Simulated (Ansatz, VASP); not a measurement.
# Two plane-wave programs on CaO

Contents of INCAR:

```
PREC     = Accurate       # precision mode
ENCUT    = 520            # plane-wave cutoff, eV
EDIFF    = 1E-7           # SCF threshold, eV
ISMEAR   = 0              # smearing method
SIGMA    = 0.05           # smearing width, eV
LREAL    = F              # projectors in reciprocal space
LASPH    = T              # aspherical terms in the spheres
NELM     = 60             # most SCF steps
ALGO     = Normal         # electronic algorithm
ISIF     = 2              # what is computed and relaxed
LWAVE    = F              # write WAVECAR
LCHARG   = F              # write CHGCAR
GGA      = PE             # functional
NBANDS   = 24             # bands
```

KPOINTS

```
Automatic mesh
0
Gamma
  9 9 6
```

POSCAR

```
CaO
1.0
    4.0715520625      0.0000000000      0.0000000000
   -2.0357760313      3.2715053513      0.0000000000
    0.0000000000      0.0000000000      5.0000688124
Ca O
2 2
Direct
    0.3333333333      0.6666666667      0.7500000000
    0.6666666667      0.3333333333      0.2500000000
    0.3333333333      0.6666666667      0.2500000000
    0.6666666667      0.3333333333      0.7500000000
```

Input for Ansatz:

```yaml
crystal:
  lattice:
    - [4.0715520625, 0.0, 0.0]
    - [-2.0357760313, 3.2715053513, 0.0]
    - [0.0, 0.0, 5.0000688124]
  atoms:
    - { symbol: Ca, position: [0.3333333333, 0.6666666667, 0.75] }
    - { symbol: Ca, position: [0.6666666667, 0.3333333333, 0.25] }
    - { symbol: O, position: [0.3333333333, 0.6666666667, 0.25] }
    - { symbol: O, position: [0.6666666667, 0.3333333333, 0.75] }
basis:
  ecutwfc: 520.0
kpoints:
  mp_grid: { grid: [9, 9, 6] }
hamiltonian:
  xc: pbe
scf:
  occupations: { method: gaussian, width: 0.05 }
output:
  forces: true
  stress: true
  eigenvalues: true
```

Change from the starting cell: strain +e along x and -e along y +0.0367, strain +e along z and -e/2 along x and y +0.0400.

Alike in both runs: task single point; functional PBE; k mesh 9 × 9 × 6; occupations gaussian, width 0.05 eV; no spin polarisation.

|  | VASP | Ansatz |
| --- | --- | --- |
| version | VASP 6.6.1 | Ansatz 0.2.0 |
| potentials or method | VASP PAW PBE potentials, release 64 (Ca_sv, O), cutoff 520 eV | scalar-relativistic, plane waves, PAW |
| valence electrons in the cell | 32 | 32 |

Ansatz gave:

* gap on the k mesh at the Fermi level (eV): 3.28
* least direct gap on the mesh (eV): 3.28
* pressure (GPa): 0.8
* traceless stress, the component that is largest in VASP (GPa): 5.84
* rms of the force components (eV/Å): 0.316

Question: What did VASP give for the same quantities?

Answer: gap on the k mesh at the Fermi level (eV): 3.27; least direct gap on the mesh (eV): 3.27; pressure (GPa): 1.3; traceless stress, the component that is largest in VASP (GPa): 6.04; rms of the force components (eV/Å): 0.331.

Atom by atom the forces differ by 0.015 eV/Å (rms over components).
